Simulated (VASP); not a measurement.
# C (P6/mmm) in VASP: further runs

Runs on C. Level: PBE. Tasks: relaxation of shape and atoms at fixed volume.

Program: VASP 6.6.1. These are calculated values, not measurements. Logs are shortened: lines on timing, memory, paths and dates and some standing lists are left out, and cuts for length are marked.

## (1) The cell of the first run

The structure is hexagonal, space group P6/mmm (No. 191). The conventional cell has a = 1.672 Å, b = 1.672 Å, c = 1.285 Å, α = 90.00°, β = 90.00°, γ = 120.00°. C (site symmetry 6/mmm) has 8 C at 1.28 to 1.67 Å within 1.7 Å.

## (2) Relaxation of shape and atoms at fixed volume, PBE

Input file INCAR:

```
SYSTEM = C
PREC     = Accurate       ! precision mode
ENCUT    = 600            ! plane-wave cutoff, eV
EDIFF    = 1E-6           ! SCF threshold, eV
ISMEAR   = -1             ! smearing method
SIGMA    = 0.1            ! smearing width, eV
LREAL    = .False.        ! projectors in reciprocal space
LASPH    = .True.         ! aspherical terms in the spheres
NELM     = 80             ! most SCF steps
ALGO     = Normal         ! electronic algorithm
ISIF     = 4              ! what is computed and relaxed
LWAVE    = .False.        ! write WAVECAR
LCHARG   = .False.        ! write CHGCAR
GGA      = PE             ! functional
IBRION   = 2              ! ionic algorithm
NSW      = 50             ! ionic steps
EDIFFG   = -0.005         ! ionic threshold
```

Input file KPOINTS:

```
Automatic mesh
0
Gamma
  24 24 22
  0 0 0
```

Input file POSCAR:

```
C
1.0
    1.6722963029      0.0000000000      0.0000000000
   -0.8361481515      1.4482510810      0.0000000000
    0.0000000000      0.0000000000      1.2845993537
C
1
Direct
    0.0000000000      0.0000000000      0.0000000000
```

Potentials or basis: VASP PAW PBE potentials, release 64 (C).

Started as:

```sh
cat potpaw_PBE.64/C/POTCAR > POTCAR
mpirun -np 1 vasp_std > vasp.out
```

OUTCAR:

```text
SYSTEM = C
   PREC = Accurate
   ENCUT = 600
   EDIFF = 1E-6
   ISMEAR = -1
   LREAL = .False.
   LASPH = .True.
   NELM = 80
   ISIF = 4
   GGA = PE
   IBRION = 2
   NSW = 50
   EDIFFG = -0.005

 ion  position               nearest neighbor table
   1  0.000  0.000  0.000-

  LATTYP: Found a hexagonal cell.
 ALAT       =     1.6722963029
 C/A-ratio  =     0.7681649188

  Lattice vectors:

 A1 = (   1.6722963029,   0.0000000000,   0.0000000000)
 A2 = (  -0.8361481515,   1.4482510810,   0.0000000000)
 A3 = (   0.0000000000,   0.0000000000,   1.2845993537)

Analysis of symmetry for initial positions (statically):
=====================================================================
 Subroutine PRICEL returns:
 Original cell was already a primitive cell.

 Routine SETGRP: Setting up the symmetry group for a
 hexagonal supercell.

 Subroutine GETGRP returns: Found 24 space group operations
 (whereof 24 operations were pure point group operations)
 out of a pool of 24 trial point group operations.

The static configuration has the point symmetry D_6h.

Analysis of symmetry for dynamics (positions and initial velocities):
=====================================================================
 Subroutine PRICEL returns:
 Original cell was already a primitive cell.

 Routine SETGRP: Setting up the symmetry group for a
 hexagonal supercell.

 Subroutine GETGRP returns: Found 24 space group operations
 (whereof 24 operations were pure point group operations)
 out of a pool of 24 trial point group operations.

The dynamic configuration has the point symmetry D_6h.

 Subroutine INISYM returns: Found 24 space group operations
 (whereof 24 operations are pure point group operations),
 and found     1 'primitive' translations

----------------------------------------------------------------------------------------

                                     Primitive cell

  volume of cell :       3.1112

  direct lattice vectors                    reciprocal lattice vectors
     1.672296303  0.000000000  0.000000000     0.597980154  0.345244003  0.000000000
    -0.836148151  1.448251081  0.000000000     0.000000000  0.690488005  0.000000000
     0.000000000  0.000000000  1.284599354     0.000000000  0.000000000  0.778452828

  length of vectors
     1.672296303  1.672296303  1.284599354     0.690488005  0.690488005  0.778452828

  position of ions in fractional coordinates (direct lattice)
     0.000000000  0.000000000  0.000000000

  ion indices of the primitive-cell ions
   primitive index   ion index
                 1           1

----------------------------------------------------------------------------------------

 KPOINTS: Automatic mesh

Automatic generation of k-mesh.
 Grid dimensions read from file:
 generate k-points for:   24   24   22

 Generating k-lattice:

  Cartesian coordinates                     Fractional coordinates (reciprocal lattice)
     0.024915840  0.014385167  0.000000000     0.041666667  0.000000000  0.000000000
     0.000000000  0.028770334  0.000000000     0.000000000  0.041666667  0.000000000
     0.000000000  0.000000000  0.035384219     0.000000000  0.000000000  0.045454545

  Length of vectors
     0.028770334  0.028770334  0.035384219

  Shift w.r.t. Gamma in fractional coordinates (k-lattice)
     0.000000000  0.000000000  0.000000000

 Subroutine IBZKPT returns following result:
 ===========================================

 Found    732 irreducible k-points:

 Following reciprocal coordinates:
            Coordinates               Weight
  0.000000  0.000000  0.000000      1.000000
  0.041667  0.000000  0.000000      6.000000
  0.083333 -0.000000  0.000000      6.000000
  0.125000 -0.000000  0.000000      6.000000
  0.166667 -0.000000  0.000000      6.000000
  0.208333 -0.000000  0.000000      6.000000
[... 16 lines left out ...]
  0.416667  0.041667  0.000000     12.000000
  0.458333  0.041667  0.000000     12.000000
 [... further k-points ...]
   k-points           NKPTS =    732   k-points in BZ     NKDIM =    732   number of bands    NBANDS=      6
   number of dos      NEDOS =    301   number of ions     NIONS =      1
   total plane-waves  NPLWV =   1960
   dimension x,y,z NGX =    14 NGY =   14 NGZ =   10
   dimension x,y,z NGXF=    28 NGYF=   28 NGZF=   20
   ions per type =               1
   NGX,Y,Z   is equivalent  to a cutoff of  13.92, 13.92, 12.94 a.u.
   NGXF,Y,Z  is equivalent  to a cutoff of  27.84, 27.84, 25.88 a.u.
 SYSTEM =  C
   PREC   = accura    normal or accurate (medium, high low for compatibility)
   ISTART =      0    job   : 0-new  1-cont  2-samecut
   ICHARG =      2    charge: 1-file 2-atom 10-const
   ISPIN  =      1    spin polarized calculation?
   LNONCOLLINEAR =      F non collinear calculations
   LSORBIT =      F    spin-orbit coupling
   LASPH  =      T    aspherical Exc in radial PAW
   ENCUT  =  600.0 eV  44.10 Ry    6.64 a.u.   3.34  3.34  2.57*2*pi/ulx,y,z
   NELM   =     80;   NELMIN=  2; NELMDL= -5     # of ELM steps
   EDIFF  = 0.1E-05   stopping-criterion for ELM
   LREAL  =      F    real-space projection
   EDIFFG = -.5E-02   stopping-criterion for IOM
   NSW    =     50    number of steps for IOM
   IBRION =      2    ionic relax: 0-MD 1-quasi-New 2-CG
   NFREE  =      1    steps in history (QN), initial steepest desc. (CG)
   ISIF   =      4    stress and relaxation
   ISYM   =      2    0-nonsym 1-usesym 2-fastsym
   POTIM  = 0.5000    time-step for ionic-motion
   TEBEG  =    0.0;   TEEND  =   0.0 temperature during run
   PSTRESS=    0.0 pullay stress
   NELECT =       4.0000    total number of electrons
   NUPDOWN=      -1.0000    fix difference up-down
   EMIN   =  10.00;   EMAX   =-10.00  energy-range for DOS
   EFERMI =   0.00;   METHOD = LEGACY
   ISMEAR =    -1;   SIGMA  =   0.10  broadening in eV -4-tet -1-fermi 0-gaus
   EFERMI_NEDOS =   21; number of points for ismear=-14 and -15
   IALGO  =     38    algorithm
   IMIX   =      4    mixing-type and parameters
     AMIX     =   0.40;   BMIX     =  1.00
     AMIX_MAG =   1.60;   BMIX_MAG =  1.00
  volume/ion in A,a.u.               =       3.11        21.00
  Fermi-wavevector in a.u.,A,eV,Ry     =   1.780136  3.363970 43.115296  3.168885
  Thomas-Fermi vector in A             =   2.844988
   LORBIT       =      0    0 simple, 1 ext, 2 COOP (PROOUT), +10 PAW based schemes
   GGA     = PE    functional components
   LHFCALC =     F    Hartree Fock is set to
   AEXX    =    0.0000 exact exchange contribution
   IVDW    =     0    specifies the selected vdW correction
   LEPSILON=     F    determine dielectric tensor
   LRPA    =     F    only Hartree local field effects (RPA)
 conjugate gradient relaxation of ions
 non-spin polarized calculation
  energy-cutoff  :      600.00
  volume of cell :        3.11
 maximum number of plane-waves:       119
 NGX is ok and might be reduce to    14
   NGX =  7   NGY =  7   NGZ =  5

--------------------------------------- Ionic step        1  -------------------------------------------

 number of electron       4.0000000 magnetization

 Free energy of the ion-electron system (eV)
  ---------------------------------------------------
  ext. energy  EPLUGINS =         0.00000000
  ---------------------------------------------------
  free energy    TOTEN  =        -2.88759584 eV

  energy without entropy =       -2.88330032  energy(sigma->0) =       -2.88544808

------------------------ aborting loop because EDIFF is reached ----------------------------------------

  FORCE on cell =-STRESS in cart. coord.  units (eV):
  Direction    XX          YY          ZZ          XY          YZ          ZX
  --------------------------------------------------------------------------------------
  -------------------------------------------------------------------------------------
  Total        9.7338175      9.7338175     20.3865954     -0.0000000     -0.0000000      0.0000000
  in kB     5012.6685790   5012.6685792  10498.5783937     -0.0000002     -0.0000000      0.0000000
  external PRESSURE =    6841.3051840 kB  Pullay stress =       0.0000000 kB
[... 86 lines left out ...]
  FREE ENERGIE OF THE ION-ELECTRON SYSTEM (eV)
  ---------------------------------------------------
  free  energy   TOTEN  =        -3.3869300646 eV

  energy  without entropy=       -3.3838865845  energy(sigma->0) =       -3.38540832

[... ionic steps 4 to 16 ...]

--------------------------------------- Ionic step       17  -------------------------------------------

 number of electron       4.0000000 magnetization

------------------------ aborting loop because EDIFF is reached ----------------------------------------

  FORCE on cell =-STRESS in cart. coord.  units (eV):
  Direction    XX          YY          ZZ          XY          YZ          ZX
  --------------------------------------------------------------------------------------
  -------------------------------------------------------------------------------------
  Total       11.5886843     11.5886843     11.5494423     -0.0000000      0.0000000      0.0000000
  in kB     5967.8778246   5967.8778270   5947.6691859     -0.0000017      0.0000000      0.0000000
  external PRESSURE =    5961.1416125 kB  Pullay stress =       0.0000000 kB
[... 55 lines left out ...]
  energy  without entropy=       -3.3845226565  energy(sigma->0) =       -3.38604216

--------------------------------------- Ionic step       19  -------------------------------------------

 number of electron       4.0000000 magnetization

 Free energy of the ion-electron system (eV)
  ---------------------------------------------------
  ext. energy  EPLUGINS =         0.00000000
  ---------------------------------------------------
  free energy    TOTEN  =        -3.38756135 eV

  energy without entropy =       -3.38452147  energy(sigma->0) =       -3.38604141

 E-fermi :  22.5170     XC(G=0): -17.0137

 val. band max:       22.4660611443   @ k =   0.2083   0.1250   0.2273
 cond. band min:      22.5985170556   @ k =   0.2083   0.2083   0.1818
 fundamental gap:      0.1324559114
 Fermi energy:        22.5169935238

 k-point     1 :       0.0000    0.0000    0.0000
  band No.  band energies     occupation
      1     -10.6044      2.00000
      2      38.3909      0.00000
      3      38.3909      0.00000
      4      40.9321      0.00000
      5      58.3350      0.00000
      6      65.5309      0.00000

 k-point     2 :       0.0417    0.0000    0.0000
  band No.  band energies     occupation
      1     -10.4976      2.00000
      2      37.8151      0.00000
      3      38.1350      0.00000
      4      41.0210      0.00000
      5      58.7134      0.00000
      6      63.4381      0.00000
[... 190 lines left out ...]
 k-point    24 :       0.4583    0.0417    0.0000
  band No.  band energies     occupation
      1       2.0329      2.00000
      2       8.8626      2.00000
      3      28.5309      0.00000
      4      47.8146      0.00000
      5      49.2921      0.00000
      6      73.8763      0.00000

 [... further k-points ...]
[... 5 lines left out ...]
  --------------------------------------------------------------------------------------
  -------------------------------------------------------------------------------------
  Total       11.5778196     11.5778196     11.5798811     -0.0000000     -0.0000000      0.0000000
  in kB     5962.2828027   5962.2828048   5963.3444148     -0.0000016     -0.0000000      0.0000000
  external PRESSURE =    5962.6366741 kB  Pullay stress =       0.0000000 kB
[... 16 lines left out ...]
  FREE ENERGIE OF THE ION-ELECTRON SYSTEM (eV)
  ---------------------------------------------------
  free  energy   TOTEN  =        -3.3875613545 eV

  energy  without entropy=       -3.3845214687  energy(sigma->0) =       -3.38604141

 reached required accuracy - stopping structural energy minimisation
```

It took 27 s on 1 thread of Intel Xeon 6975P-C (Granite Rapids), shared host; peak memory 0.11 GiB.

Results:

* Free energy: -3.3876 eV
* Energy gained by relaxing: 500.0 meV/atom
* Ionic steps: 19
* Pressure after relaxing: 596.3 GPa
* Band gap on the k mesh: zero (band 2 reaches 38.49 eV, above the bottom of band 3 at 14.74 eV)

Step by step:
```csv
step,energy change (eV),largest force (eV/Å),pressure (GPa),volume (Å³)
1,0.0000,0.0000,684.13,3.11
2,0.9979,0.0000,608.21,3.11
3,-0.4993,0.0000,594.87,3.11
4,-0.4999,0.0000,596.54,3.11
5,-0.4999,0.0000,596.55,3.11
6,-0.4999,0.0000,596.52,3.11
7,-0.4999,0.0000,596.52,3.11
8,-0.4999,0.0000,596.52,3.11
9,-0.4999,0.0000,596.52,3.11
10,-0.4999,0.0000,596.52,3.11
11,-0.4999,0.0000,596.52,3.11
12,-0.4999,0.0000,596.51,3.11
13,-0.4999,0.0000,596.49,3.11
14,-0.5000,0.0000,596.47,3.11
15,-0.5000,0.0000,596.41,3.11
16,-0.5000,0.0000,596.30,3.11
17,-0.5000,0.0000,596.11,3.11
18,-0.5000,0.0000,596.26,3.11
19,-0.5000,0.0000,596.26,3.11
```

Final structure:
```cif
data_structure
_symmetry_space_group_name_H-M 'P 1'
_symmetry_Int_Tables_number 1
_cell_length_a 1.5934
_cell_length_b 1.5934
_cell_length_c 1.4150
_cell_angle_alpha 90.000
_cell_angle_beta 90.000
_cell_angle_gamma 120.000
_cell_volume 3.11
loop_
_atom_site_label
_atom_site_type_symbol
_atom_site_fract_x
_atom_site_fract_y
_atom_site_fract_z
_atom_site_occupancy
C1 C 0.00000 0.00000 0.00000 1
```

Levels at points of the mesh, in eV from the Fermi level:
```
           k point  band 1  band 2  band 3  band 4  band 5
(0.00, 0.00, 0.00)  -33.12   15.87   15.87   18.42   35.82
(0.50, 0.00, 0.00)  -20.35  -13.99    6.69   25.30   25.90
(0.00, 0.00, 0.50)  -21.08  -15.38   22.57   22.57   43.96
(0.50, 0.00, 0.50)   -9.19   -8.69    5.82    7.82   14.97
```

## (3) Relaxation of shape and atoms at fixed volume, PBE

This run uses another cell than the first one, of 3.68 Å³/atom, 1.182 times its volume.

Input file INCAR:

```
ALGO = Normal
EDIFF = 1E-6
EDIFFG = -0.005
ENCUT = 600
GGA = PE
IBRION = 2
ISIF = 4
ISMEAR = -1
LASPH = True
LCHARG = False
LREAL = False
LWAVE = False
NELM = 100
NSW = 50
PREC = Accurate
SIGMA = 0.1
```

Input file KPOINTS:

```
k-points
0
Gamma
  24 24 22
```

Input file POSCAR:

```
C
1.0
    1.7680591305      0.0000000000      0.0000000000
   -0.8840295653      1.5311841224      0.0000000000
    0.0000000000      0.0000000000      1.3581609984
C
1
Direct
    0.0000000000      0.0000000000      0.0000000000
```

Potentials or basis: VASP PAW PBE potentials, release 64 (C).

Started as:

```sh
cat potpaw_PBE.64/C/POTCAR > POTCAR
mpirun -np 1 vasp_std > vasp.out
```

Wall time 19 s (1 thread of Intel Xeon 6975P-C (Granite Rapids), shared host); peak memory 0.11 GiB.

The run converged. Its results:

| Property | Result |
| --- | --- |
| Free energy | -4.9379 eV |
| Energy gained by relaxing | 252.9 meV/atom |
| Ionic steps | 7 |
| Pressure after relaxing | 310.4 GPa |
| Band gap on the k mesh | zero (band 2 reaches 32.05 eV, above the bottom of band 3 at 10.22 eV) |

Step by step:
| step | energy change (eV) | largest force (eV/Å) | pressure (GPa) | volume (Å³) |
| --- | --- | --- | --- | --- |
| 1 | 0.0000 | 0.0000 | 364.16 | 3.68 |
| 2 | 0.2931 | 0.0000 | 298.41 | 3.68 |
| 3 | -0.2524 | 0.0000 | 312.14 | 3.68 |
| 4 | -0.2529 | 0.0000 | 310.48 | 3.68 |
| 5 | -0.2528 | 0.0000 | 309.76 | 3.68 |
| 6 | -0.2527 | 0.0000 | 311.31 | 3.68 |
| 7 | -0.2529 | 0.0000 | 310.39 | 3.68 |

Final structure:
```
C
1.0
     1.69633    0.00000    0.00000
    -0.84816    1.46906    0.00000
     0.00000    0.00000    1.47545
C
1
Cartesian
  0.0000 0.0000 0.0000
```

Levels at points of the mesh, in eV from the Fermi level:
| k point | band 1 | band 2 | band 3 | band 4 | band 5 |
| --- | --- | --- | --- | --- | --- |
| (0.00, 0.00, 0.00) | -29.48 | 13.13 | 13.13 | 17.43 | 33.80 |
| (0.50, 0.00, 0.00) | -17.38 | -13.30 | 5.55 | 22.76 | 23.31 |
| (0.00, 0.00, 0.50) | -17.91 | -13.51 | 19.17 | 19.17 | 38.99 |
| (0.50, 0.00, 0.50) | -8.08 | -6.78 | 4.40 | 8.66 | 12.98 |

## (4) Relaxation of shape and atoms at fixed volume, PBE

This run uses another cell than the first one, of 4.24 Å³/atom, 1.364 times its volume.

Input file INCAR:

```
PREC = Accurate
ENCUT = 600
EDIFF = 1E-6
ISMEAR = -1
SIGMA = 0.1
LREAL = F
LASPH = T
NELM = 80
ALGO = Normal
ISIF = 4
LWAVE = F
LCHARG = F
GGA = PE
IBRION = 2
NSW = 50
EDIFFG = -0.005
```

Input file KPOINTS:

```
Automatic mesh
0
Gamma
  24 24 22
```

Input file POSCAR:

```
C
1.0
    1.8544398629      0.0000000000      0.0000000000
   -0.9272199314      1.6059920310      0.0000000000
    0.0000000000      0.0000000000      1.4245156466
C
1
Direct
    0.0000000000      0.0000000000      0.0000000000
```

Started as:

```sh
cat potpaw_PBE.64/C/POTCAR > POTCAR
mpirun -np 1 vasp_std > vasp.out
```

Run time: 21 s. Hardware: 1 thread of Intel Xeon 6975P-C (Granite Rapids), shared host; peak memory 0.12 GiB.

Results (log left out):

```
Free energy               : -5.7557 eV
Energy gained by relaxing : 124.5 meV/atom
Ionic steps               : 7
Pressure after relaxing   : 159.1 GPa
Band gap on the k mesh    : zero (band 2 reaches 26.74 eV, above the bottom of band 3 at 6.20 eV)
```

Stress tensor (GPa, compression positive):
```
159.04   0.00   0.00
  0.00 159.04   0.00
  0.00   0.00 159.25
```

Step by step:
```csv
step,energy change (eV),largest force (eV/Å),pressure (GPa),volume (Å³)
1,0.0000,0.0000,186.03,4.24
2,0.0434,0.0000,141.79,4.24
3,-0.1222,0.0000,156.57,4.24
4,-0.1245,0.0000,159.54,4.24
5,-0.1245,0.0000,159.09,4.24
6,-0.1245,0.0000,159.23,4.24
7,-0.1245,0.0000,159.11,4.24
```

Final structure:
```
CELL_PARAMETERS angstrom
1.80740 0.00000 0.00000
-0.90370 1.56525 0.00000
0.00000 0.00000 1.49963
ATOMIC_POSITIONS crystal
C 0.00000 0.00000 0.00000
```

Levels at points of the mesh, in eV from the Fermi level:
```csv
k point,band 1,band 2,band 3,band 4,band 5,band 6
"(0.00, 0.00, 0.00)",-26.80,10.19,10.19,18.00,31.76,34.78
"(0.50, 0.00, 0.00)",-15.32,-13.32,3.97,20.46,21.84,44.31
"(0.00, 0.00, 0.50)",-15.60,-11.34,16.31,16.31,34.43,46.79
"(0.50, 0.00, 0.50)",-7.80,-4.86,3.61,9.36,11.38,34.94
```

(Continued in part 2 of 2.)
